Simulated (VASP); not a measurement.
# BN in VASP: further runs

The runs below take BN through single point, with LDA.

Everything below comes from runs of VASP 6.6.1. Logs are shortened: lines on timing, memory, paths and dates and some standing lists are left out, and cuts for length are marked.

## 1. The cell of the first run

It takes space group P6_3/mmc (No. 194, hexagonal). Conventional cell: a = 2.498 Å, b = 2.498 Å, c = 6.636 Å, α = 90.00°, β = 90.00°, γ = 120.00°. Within 1.9 Å of B (site symmetry -6m2) lie 3 N at 1.44 Å. N (site symmetry -6m2) has 3 B at 1.44 Å within 1.9 Å.

## 2. Single point, LDA

Contents of INCAR:

```
SYSTEM = BN
  PREC = Accurate
  ENCUT = 520
  EDIFF = 1E-7
  ISMEAR = 0
  SIGMA = 0.01
  LREAL = .FALSE.
  LASPH = .TRUE.
  NELM = 60
  ALGO = Normal
  ISIF = 2
  LWAVE = .FALSE.
  LCHARG = .FALSE.
  NBANDS = 16
```

Contents of KPOINTS:

```
Automatic mesh
0
G
  7 7 3
  0 0 0
```

Contents of POSCAR:

```
BN
1.0
    2.4982400000      0.0000000000      0.0000000000
   -1.2491200000      2.1635393000      0.0000000000
    0.0000000000      0.0000000000      6.6357000000
B N
2 2
Direct
    0.3333333349      0.6666666697      0.2500000000
    0.6666666674      0.3333333349      0.7500000000
    0.3333333349      0.6666666697      0.7500000000
    0.6666666674      0.3333333349      0.2500000000
```

Potentials or basis: VASP PAW LDA potentials, release 64 (B, N).

Command:

```sh
$ cat potpaw_LDA.64/B/POTCAR potpaw_LDA.64/N/POTCAR > POTCAR
$ mpirun -np 1 vasp_std > vasp.out
```

OUTCAR:

```text
SYSTEM = BN
   PREC = Accurate
   ENCUT = 520
   EDIFF = 1E-7
   ISMEAR = 0
   LREAL = .FALSE.
   LASPH = .TRUE.
   NELM = 60
   ISIF = 2

 ion  position               nearest neighbor table
   1  0.333  0.667  0.250-   4 1.44   4 1.44   4 1.44
   2  0.667  0.333  0.750-   3 1.44   3 1.44   3 1.44
   3  0.333  0.667  0.750-   2 1.44   2 1.44   2 1.44
   4  0.667  0.333  0.250-   1 1.44   1 1.44   1 1.44

  LATTYP: Found a hexagonal cell.
 ALAT       =     2.4982400000
 C/A-ratio  =     2.6561499296

  Lattice vectors:

 A1 = (   2.4982400000,   0.0000000000,   0.0000000000)
 A2 = (  -1.2491200000,   2.1635393000,   0.0000000000)
 A3 = (   0.0000000000,   0.0000000000,   6.6357000000)

Analysis of symmetry for initial positions (statically):
=====================================================================
 Subroutine PRICEL returns:
 Original cell was already a primitive cell.

 Routine SETGRP: Setting up the symmetry group for a
 hexagonal supercell.

 Subroutine GETGRP returns: Found 24 space group operations
 (whereof 12 operations were pure point group operations)
 out of a pool of 24 trial point group operations.

The static configuration has the point symmetry D_3d.
 The point group associated with its full space group is D_6h.

Analysis of symmetry for dynamics (positions and initial velocities):
=====================================================================
 Subroutine PRICEL returns:
 Original cell was already a primitive cell.

 Routine SETGRP: Setting up the symmetry group for a
 hexagonal supercell.

 Subroutine GETGRP returns: Found 24 space group operations
 (whereof 12 operations were pure point group operations)
 out of a pool of 24 trial point group operations.

The dynamic configuration has the point symmetry D_3d.
 The point group associated with its full space group is D_6h.

 Subroutine INISYM returns: Found 24 space group operations
 (whereof 12 operations are pure point group operations),
 and found     1 'primitive' translations

----------------------------------------------------------------------------------------

                                     Primitive cell

  volume of cell :      35.8662

  direct lattice vectors                    reciprocal lattice vectors
     2.498240000  0.000000000  0.000000000     0.400281798  0.231102805  0.000000000
    -1.249120000  2.163539300  0.000000000     0.000000000  0.462205609  0.000000000
     0.000000000  0.000000000  6.635700000     0.000000000  0.000000000  0.150700002

  length of vectors
     2.498240000  2.498239996  6.635700000     0.462205608  0.462205609  0.150700002

  position of ions in fractional coordinates (direct lattice)
     0.333333335  0.666666670  0.250000000
     0.666666667  0.333333335  0.750000000
     0.333333335  0.666666670  0.750000000
     0.666666667  0.333333335  0.250000000

  ion indices of the primitive-cell ions
   primitive index   ion index
                 1           1
                 2           2
                 3           3
                 4           4

----------------------------------------------------------------------------------------

 KPOINTS: Automatic mesh

Automatic generation of k-mesh.
 Grid dimensions read from file:
 generate k-points for:    7    7    3

 Generating k-lattice:

  Cartesian coordinates                     Fractional coordinates (reciprocal lattice)
     0.057183114  0.033014686  0.000000000     0.142857143 -0.000000000  0.000000000
     0.000000000  0.066029373  0.000000000     0.000000000  0.142857143  0.000000000
     0.000000000  0.000000000  0.050233334     0.000000000  0.000000000  0.333333333

  Length of vectors
     0.066029373  0.066029373  0.050233334

  Shift w.r.t. Gamma in fractional coordinates (k-lattice)
     0.000000000  0.000000000  0.000000000

 Subroutine IBZKPT returns following result:
 ===========================================

 Found     16 irreducible k-points:

 Following reciprocal coordinates:
            Coordinates               Weight
  0.000000  0.000000  0.000000      1.000000
  0.142857 -0.000000  0.000000      6.000000
  0.285714 -0.000000  0.000000      6.000000
  0.428571  0.000000  0.000000      6.000000
  0.142857  0.142857  0.000000      6.000000
  0.285714  0.142857  0.000000     12.000000
[... 8 lines left out ...]
  0.428571  0.142857  0.333333     12.000000
  0.285714  0.285714  0.333333     12.000000
   k-points           NKPTS =     16   k-points in BZ     NKDIM =     16   number of bands    NBANDS=     16
   number of dos      NEDOS =    301   number of ions     NIONS =      4
   total plane-waves  NPLWV =  20000
   dimension x,y,z NGX =    20 NGY =   20 NGZ =   50
   dimension x,y,z NGXF=    40 NGYF=   40 NGZF=  100
   ions per type =               2   2
   NGX,Y,Z   is equivalent  to a cutoff of  13.31, 13.31, 12.53 a.u.
   NGXF,Y,Z  is equivalent  to a cutoff of  26.62, 26.62, 25.05 a.u.
 SYSTEM =  BN
   PREC   = accura    normal or accurate (medium, high low for compatibility)
   ISTART =      0    job   : 0-new  1-cont  2-samecut
   ICHARG =      2    charge: 1-file 2-atom 10-const
   ISPIN  =      1    spin polarized calculation?
   LNONCOLLINEAR =      F non collinear calculations
   LSORBIT =      F    spin-orbit coupling
   LASPH  =      T    aspherical Exc in radial PAW
   ENCUT  =  520.0 eV  38.22 Ry    6.18 a.u.   4.65  4.65 12.34*2*pi/ulx,y,z
   NELM   =     60;   NELMIN=  2; NELMDL= -5     # of ELM steps
   EDIFF  = 0.1E-06   stopping-criterion for ELM
   LREAL  =      F    real-space projection
   EDIFFG = 0.1E-05   stopping-criterion for IOM
   NSW    =      0    number of steps for IOM
   IBRION =     -1    ionic relax: 0-MD 1-quasi-New 2-CG
   NFREE  =      0    steps in history (QN), initial steepest desc. (CG)
   ISIF   =      2    stress and relaxation
   ISYM   =      2    0-nonsym 1-usesym 2-fastsym
   POTIM  = 0.5000    time-step for ionic-motion
   TEBEG  =    0.0;   TEEND  =   0.0 temperature during run
   PSTRESS=    0.0 pullay stress
   NELECT =      16.0000    total number of electrons
   NUPDOWN=      -1.0000    fix difference up-down
   EMIN   =  10.00;   EMAX   =-10.00  energy-range for DOS
   EFERMI =   0.00;   METHOD = LEGACY
   ISMEAR =     0;   SIGMA  =   0.01  broadening in eV -4-tet -1-fermi 0-gaus
   EFERMI_NEDOS =   21; number of points for ismear=-14 and -15
   IALGO  =     38    algorithm
   IMIX   =      4    mixing-type and parameters
     AMIX     =   0.40;   BMIX     =  1.00
     AMIX_MAG =   1.60;   BMIX_MAG =  1.00
  volume/ion in A,a.u.               =       8.97        60.51
  Fermi-wavevector in a.u.,A,eV,Ry     =   1.250891  2.363842 21.289433  1.564729
  Thomas-Fermi vector in A             =   2.384864
   LORBIT       =      0    0 simple, 1 ext, 2 COOP (PROOUT), +10 PAW based schemes
   GGA     = CA    functional components
   LHFCALC =     F    Hartree Fock is set to
   AEXX    =    0.0000 exact exchange contribution
   IVDW    =     0    specifies the selected vdW correction
   LEPSILON=     F    determine dielectric tensor
   LRPA    =     F    only Hartree local field effects (RPA)
 non-spin polarized calculation
 Gauss-broadening in eV      SIGMA  =   0.01
  energy-cutoff  :      520.00
  volume of cell :       35.87
 maximum number of plane-waves:       985
 NGX is ok and might be reduce to    20
   NGX =  9   NGY =  9   NGZ = 25

 number of electron      16.0000003 magnetization

 Free energy of the ion-electron system (eV)
  ---------------------------------------------------
  ext. energy  EPLUGINS =         0.00000000
  ---------------------------------------------------
  free energy    TOTEN  =       -38.57656642 eV

  energy without entropy =      -38.57656642  energy(sigma->0) =      -38.57656642

 E-fermi :   2.3083     XC(G=0): -10.5395

 val. band max:        2.1676301615   @ k =   0.2857   0.2857   0.0000
 cond. band min:       6.4708985363   @ k =   0.4286   0.1429   0.0000
 fundamental gap:      4.3032683748
 Fermi energy:         2.3082516444

 k-point     1 :       0.0000    0.0000    0.0000
  band No.  band energies     occupation
      1     -15.4488      2.00000
      2     -15.1326      2.00000
      3      -4.1864      2.00000
      4      -1.9672      2.00000
      5       0.8481      2.00000
      6       0.8481      2.00000
[... 8 lines left out ...]
     15      14.6285      0.00000
     16      15.1167      0.00000

 k-point     2 :       0.1429   -0.0000    0.0000
  band No.  band energies     occupation
      1     -15.0498      2.00000
      2     -14.7484      2.00000
      3      -3.6340      2.00000
      4      -1.4742      2.00000
      5      -0.6419      2.00000
      6      -0.6055      2.00000
[... 8 lines left out ...]
     15      15.4538      0.00000
     16      15.7905      0.00000

 k-point     3 :       0.2857   -0.0000    0.0000
  band No.  band energies     occupation
      1     -13.9269      2.00000
      2     -13.6733      2.00000
      3      -3.6779      2.00000
      4      -3.6042      2.00000
      5      -2.0465      2.00000
      6      -1.0878      2.00000
[... 8 lines left out ...]
     15      17.6315      0.00000
     16      19.2296      0.00000

 k-point     4 :       0.4286    0.0000    0.0000
  band No.  band energies     occupation
      1     -12.5123      2.00000
      2     -12.3722      2.00000
      3      -6.2691      2.00000
      4      -6.1865      2.00000
      5      -1.8817      2.00000
      6      -1.8160      2.00000
[... 8 lines left out ...]
     15      17.0578      0.00000
     16      20.7963      0.00000
[... 172 lines left out ...]
 k-point    14 :       0.2857    0.1429    0.3333
  band No.  band energies     occupation
      1     -12.9035      2.00000
      2     -12.8048      2.00000
      3      -5.0535      2.00000
      4      -5.0178      2.00000
      5      -2.5311      2.00000
      6      -2.4967      2.00000
[... 8 lines left out ...]
     15      17.6049      0.00000
     16      18.8476      0.00000

 k-point    15 :       0.4286    0.1429    0.3333
  band No.  band energies     occupation
      1     -11.9817      2.00000
      2     -11.9488      2.00000
      3      -6.4791      2.00000
      4      -6.4410      2.00000
      5      -2.9981      2.00000
      6      -2.9601      2.00000
[... 8 lines left out ...]
     15      17.3409      0.00000
     16      19.6375      0.00000

 k-point    16 :       0.2857    0.2857    0.3333
  band No.  band energies     occupation
      1     -11.8154      2.00000
      2     -11.7723      2.00000
      3      -5.8283      2.00000
      4      -5.7808      2.00000
      5      -4.3638      2.00000
      6      -4.3489      2.00000
[... 8 lines left out ...]
     15      18.3037      0.00000
     16      18.5423      0.00000

------------------------ aborting loop because EDIFF is reached ----------------------------------------

  FORCE on cell =-STRESS in cart. coord.  units (eV):
  Direction    XX          YY          ZZ          XY          YZ          ZX
  --------------------------------------------------------------------------------------
  -------------------------------------------------------------------------------------
  Total       -0.7582375     -0.7582375     -0.1583535      0.0000000      0.0000000      0.0000000
  in kB      -33.8711662    -33.8711660     -7.0737965      0.0000000      0.0000000      0.0000000
  external PRESSURE =     -24.9387096 kB  Pullay stress =       0.0000000 kB

 VOLUME and BASIS-vectors are now :
 -----------------------------------------------------------------------------
  energy-cutoff  :      520.00
  volume of cell :       35.87
      direct lattice vectors                 reciprocal lattice vectors
     2.498240000  0.000000000  0.000000000     0.400281798  0.231102805  0.000000000
    -1.249120000  2.163539300  0.000000000     0.000000000  0.462205609  0.000000000
     0.000000000  0.000000000  6.635700000     0.000000000  0.000000000  0.150700002

 POSITION                                       TOTAL-FORCE (eV/Angst)
 -----------------------------------------------------------------------------------
      0.00000      1.44236      1.65892         0.000000      0.000000      0.000000
      1.24912      0.72118      4.97677        -0.000000     -0.000000      0.000000
      0.00000      1.44236      4.97677         0.000000      0.000000      0.000000
      1.24912      0.72118      1.65892         0.000000     -0.000000      0.000000
 -----------------------------------------------------------------------------------
    total drift:                                0.000000     -0.000003      0.000000

  FREE ENERGIE OF THE ION-ELECTRON SYSTEM (eV)
  ---------------------------------------------------
  free  energy   TOTEN  =       -38.5765664167 eV

  energy  without entropy=      -38.5765664167  energy(sigma->0) =      -38.57656642
```

It took 5.3 s on 1 thread of Intel Xeon 6975P-C, shared host; peak memory 0.13 GiB.

What came out:

```
Free energy            : -38.5766 eV
Pressure               : -2.5 GPa
Band gap on the k mesh : 4.30 eV, indirect (least direct gap 4.52 eV)
```

## 3. Single point, LDA

Contents of INCAR:

```
PREC = Accurate
ENCUT = 520
EDIFF = 1E-6
ISMEAR = 0
SIGMA = 0.01
LREAL = F
LASPH = T
NELM = 80
ALGO = Normal
ISIF = 2
LWAVE = F
LCHARG = F
NBANDS = 16
```

Contents of KPOINTS:

```
Automatic mesh
0
Gamma
  7 7 3
```

Edit POSCAR of step 2 so:

```diff
@@ -8,3 +8,3 @@
 Direct
-    0.3333333349      0.6666666697      0.2500000000
+    0.3133192450      0.6666666697      0.2500000000
     0.6666666674      0.3333333349      0.7500000000
```

Potentials or basis: VASP PAW LDA potentials, release 64 (B, N).

Command:

```sh
$ cat potpaw_LDA.64/B/POTCAR potpaw_LDA.64/N/POTCAR > POTCAR
$ mpirun -np 1 vasp_std > vasp.out
```

It took 13 s on 1 thread of Intel Xeon 6975P-C, shared host; peak memory 0.14 GiB.

The run converged. Its results:

* Free energy: -38.5245 eV
* Pressure: -2.0 GPa
* Largest force: 2.092 eV/Å
* Band gap on the k mesh: 4.17 eV, indirect (least direct gap 4.35 eV)

Forces on the atoms (eV/Å):
```
B    2.086  0.161  0.000
B    0.001  0.000  0.000
N   -0.002  0.000  0.000
N   -2.085 -0.161  0.000
```

Stress tensor (GPa, compression positive):
```
-2.48  2.88  0.00
 2.88 -2.86  0.00
 0.00  0.00 -0.71
```

Levels at points of the mesh, in eV from the valence-band top:
```csv
k point,band 6,band 7,band 8,band 9,band 10,band 11
"(0.00, 0.00, 0.00)",-1.32,-1.32,-0.73,4.94,10.06,10.76
```

Caveat: forces of over 1 eV/Å act on the atoms, so gaps and moduli don't describe the material at rest.
